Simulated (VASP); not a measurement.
# BaS (zincblende type) (F-43m) in VASP: further runs, part 2 of 2

VASP 6.6.1.

### 4 Electric field gradients, PBE (volume scaled by 1.06)

File INCAR:

```
SYSTEM = BaS
  PREC = Accurate
  ENCUT = 520
  EDIFF = 1E-8
  ISMEAR = -1
  SIGMA = 0.08
  LREAL = .False.
  LASPH = .True.
  NELM = 100
  ALGO = Normal
  ISIF = 2
  LWAVE = .False.
  LCHARG = .False.
  GGA = PE
  LEFG = .True.
  NBANDS = 15
```

File KPOINTS:

```
regular mesh
0
Gamma
  9 9 9
  0 0 0
```

File POSCAR:

```
BaS
1.0
    0.0000000000      3.5850977816      3.5850977816
    3.5850977816      0.0000000000      3.5850977816
    3.5850977816      3.5850977816      0.0000000000
Ba S
1 1
Direct
    0.0000000000      0.0000000000      0.0000000000
    0.2500000000      0.2500000000      0.2500000000
```

Potentials or basis: VASP PAW PBE potentials, release 64 (Ba_sv, S).

On the command line:

```console
$ cat potpaw_PBE.64/Ba_sv/POTCAR potpaw_PBE.64/S/POTCAR > POTCAR
$ mpirun -np 1 vasp_std > vasp.out
```

OUTCAR:

```text
SYSTEM = BaS
   PREC = Accurate
   ENCUT = 520
   EDIFF = 1E-8
   ISMEAR = -1
   LREAL = .False.
   LASPH = .True.
   NELM = 100
   ISIF = 2
   GGA = PE

 ion  position               nearest neighbor table
   1  0.000  0.000  0.000-   2 3.10   2 3.10   2 3.10   2 3.10
   2  0.250  0.250  0.250-   1 3.10   1 3.10   1 3.10   1 3.10

  LATTYP: Found a face centered cubic cell.
 ALAT       =     7.1701955632

  Lattice vectors:

 A1 = (   0.0000000000,   3.5850977816,   3.5850977816)
 A2 = (   3.5850977816,   0.0000000000,   3.5850977816)
 A3 = (   3.5850977816,   3.5850977816,   0.0000000000)

Analysis of symmetry for initial positions (statically):
=====================================================================
 Subroutine PRICEL returns:
 Original cell was already a primitive cell.

 Routine SETGRP: Setting up the symmetry group for a
 face centered cubic supercell.

 Subroutine GETGRP returns: Found 24 space group operations
 (whereof 24 operations were pure point group operations)
 out of a pool of 48 trial point group operations.

The static configuration has the point symmetry T_d .

Analysis of symmetry for dynamics (positions and initial velocities):
=====================================================================
 Subroutine PRICEL returns:
 Original cell was already a primitive cell.

 Routine SETGRP: Setting up the symmetry group for a
 face centered cubic supercell.

 Subroutine GETGRP returns: Found 24 space group operations
 (whereof 24 operations were pure point group operations)
 out of a pool of 48 trial point group operations.

The dynamic configuration has the point symmetry T_d .

 Subroutine INISYM returns: Found 24 space group operations
 (whereof 24 operations are pure point group operations),
 and found     1 'primitive' translations

----------------------------------------------------------------------------------------

                                     Primitive cell

  volume of cell :      92.1580

  direct lattice vectors                    reciprocal lattice vectors
     0.000000000  3.585097782  3.585097782    -0.139466210  0.139466210  0.139466210
     3.585097782  0.000000000  3.585097782     0.139466210 -0.139466210  0.139466210
     3.585097782  3.585097782  0.000000000     0.139466210  0.139466210 -0.139466210

  length of vectors
     5.070093905  5.070093905  5.070093905     0.241562562  0.241562562  0.241562562

  position of ions in fractional coordinates (direct lattice)
     0.000000000  0.000000000  0.000000000
     0.250000000  0.250000000  0.250000000

  ion indices of the primitive-cell ions
   primitive index   ion index
                 1           1
                 2           2

----------------------------------------------------------------------------------------

 KPOINTS: regular mesh

Automatic generation of k-mesh.
 Grid dimensions read from file:
 generate k-points for:    9    9    9
[... 76 lines left out ...]
   NUPDOWN=      -1.0000    fix difference up-down
   EMIN   =  10.00;   EMAX   =-10.00  energy-range for DOS
   EFERMI =   0.00;   METHOD = LEGACY
   ISMEAR =    -1;   SIGMA  =   0.08  broadening in eV -4-tet -1-fermi 0-gaus
   EFERMI_NEDOS =   21; number of points for ismear=-14 and -15
   IALGO  =     38    algorithm
   IMIX   =      4    mixing-type and parameters
     AMIX     =   0.40;   BMIX     =  1.00
     AMIX_MAG =   1.60;   BMIX_MAG =  1.00
  volume/ion in A,a.u.               =      46.08       310.96
  Fermi-wavevector in a.u.,A,eV,Ry     =   0.913280  1.725848 11.348346  0.834080
  Thomas-Fermi vector in A             =   2.037773
   LORBIT       =      0    0 simple, 1 ext, 2 COOP (PROOUT), +10 PAW based schemes
   GGA     = PE    functional components
   LHFCALC =     F    Hartree Fock is set to
   AEXX    =    0.0000 exact exchange contribution
   IVDW    =     0    specifies the selected vdW correction
   LEPSILON=     F    determine dielectric tensor
   LRPA    =     F    only Hartree local field effects (RPA)
 non-spin polarized calculation
  energy-cutoff  :      520.00
  volume of cell :       92.16
 maximum number of plane-waves:      2509
 NGX is ok and might be reduce to    40
   NGX = 19   NGY = 19   NGZ = 19

 number of electron      16.0000001 magnetization

 Free energy of the ion-electron system (eV)
  ---------------------------------------------------
  ext. energy  EPLUGINS =         0.00000000
  ---------------------------------------------------
  free energy    TOTEN  =        -9.72272216 eV

  energy without entropy =       -9.72272215  energy(sigma->0) =       -9.72272215

 E-fermi :   1.1389     XC(G=0):  -6.9774

 val. band max:       -0.4121427936   @ k =  -0.3333   0.4444   0.2222
 cond. band min:       2.2869921702   @ k =   0.0000   0.0000   0.0000
 fundamental gap:      2.6991349638
 Fermi energy:         1.1388840607

 k-point     1 :       0.0000    0.0000    0.0000
  band No.  band energies     occupation
      1     -26.6530      2.00000
      2     -11.8185      2.00000
      3     -11.8185      2.00000
      4     -11.8185      2.00000
      5     -10.2185      2.00000
      6      -0.9724      2.00000
      7      -0.9724      2.00000
      8      -0.9724      2.00000
      9       2.2870      0.00000
     10       4.5736      0.00000
     11       4.5736      0.00000
     12       6.3675      0.00000
     13       6.3675      0.00000
     14       6.3675      0.00000
[... 401 lines left out ...]
      2     -12.3494      2.00000
      3     -11.8926      2.00000
      4     -11.8926      2.00000
      5      -9.5859      2.00000
      6      -1.3593      2.00000
      7      -0.4160      2.00000
      8      -0.4160      2.00000
      9       3.0340      0.00000
     10       4.1716      0.00000
     11       5.6907      0.00000
     12       5.7723      0.00000
     13       5.7723      0.00000
     14       7.0380      0.00000
     15       8.5542      0.00000

 [... further k-points ...]
[... 5 lines left out ...]
  --------------------------------------------------------------------------------------
  -------------------------------------------------------------------------------------
  Total       -0.6086507     -0.6086507     -0.6086507      0.0000000      0.0000000      0.0000000
  in kB      -10.5814632    -10.5814632    -10.5814632      0.0000000      0.0000000      0.0000000
  external PRESSURE =     -10.5814632 kB  Pullay stress =       0.0000000 kB

 VOLUME and BASIS-vectors are now :
 -----------------------------------------------------------------------------
  energy-cutoff  :      520.00
  volume of cell :       92.16
      direct lattice vectors                 reciprocal lattice vectors
     0.000000000  3.585097782  3.585097782    -0.139466210  0.139466210  0.139466210
     3.585097782  0.000000000  3.585097782     0.139466210 -0.139466210  0.139466210
     3.585097782  3.585097782  0.000000000     0.139466210  0.139466210 -0.139466210

 POSITION                                       TOTAL-FORCE (eV/Angst)
 -----------------------------------------------------------------------------------
      0.00000      0.00000      0.00000         0.000000      0.000000      0.000000
      1.79255      1.79255      1.79255        -0.000000     -0.000000     -0.000000
 -----------------------------------------------------------------------------------
    total drift:                                0.000000      0.000000     -0.000000

  FREE ENERGIE OF THE ION-ELECTRON SYSTEM (eV)
  ---------------------------------------------------
  free  energy   TOTEN  =        -9.7227221552 eV

  energy  without entropy=       -9.7227221486  energy(sigma->0) =       -9.72272215

 Electric field gradients (V/A^2)
---------------------------------------------------------------------
 ion       V_xx      V_yy      V_zz      V_xy      V_xz      V_yz
---------------------------------------------------------------------
   1       0.000    -0.000    -0.000     0.000     0.000     0.000
   2      -0.000    -0.000    -0.000     0.000     0.000     0.000
---------------------------------------------------------------------

 Electric field gradients after diagonalization (V/A^2)
 (convention: |V_zz| > |V_xx| > |V_yy|)
----------------------------------------------------------------------
 ion       V_xx      V_yy      V_zz     asymmetry (V_yy - V_xx)/ V_zz
----------------------------------------------------------------------
   1      -0.000    -0.000     0.000       0.000
   2      -0.000    -0.000     0.000       0.000
----------------------------------------------------------------------

           NMR quadrupolar parameters

 Cq : quadrupolar parameter    Cq=e*Q*V_zz/h
 eta: asymmetry parameters     (V_yy - V_xx)/ V_zz
 Q  : nuclear electric quadrupole moment in mb (millibarn)
----------------------------------------------------------------------
 ion       Cq(MHz)       eta       Q (mb)
----------------------------------------------------------------------
   1       0.000       0.000       1.000
   2       0.000       0.000       1.000
----------------------------------------------------------------------
```

It took 71 s on 1 thread of Intel Xeon Platinum 8375C at 2.90GHz (Ice Lake), shared host; peak memory 0.25 GiB.

What came out:

| Quantity | Value |
| --- | --- |
| Free energy | -9.7227 eV |
| Pressure | -1.1 GPa |
| Band gap on the k mesh | 2.70 eV, indirect (least direct gap 3.26 eV) |

Caveat: without QUAD_EFG the Cq values of the log hold for a quadrupole moment of 1 mb, not for the nuclei; spin-orbit coupling is left out, which moves the levels of the heavy elements. A k mesh can miss the band edges.

### 5 Summary

```csv
cell,smearing,gap on the mesh (eV),pressure (GPa)
"a = 4.973 Å, angles 60.0°, 2 atoms",methfessel-paxton 0.001 eV,2.79,0.5
"a = 5.005 Å, angles 60.0°, 2 atoms",fermi-dirac 0.08 eV,2.76,-0.1
"a = 5.070 Å, angles 60.0°, 2 atoms",fermi-dirac 0.08 eV,2.70,-1.1
```

Alike in all rows: task electric field gradients; level PBE; potentials or basis VASP PAW PBE potentials, release 64 (Ba_sv, S); no spin polarisation; k mesh 9 × 9 × 9; cutoff (eV) 520.

Caveats: spin-orbit coupling is left out, which moves the levels of the heavy elements.

Total energies depend on the potentials used, so only differences within one code and one set of settings carry meaning.
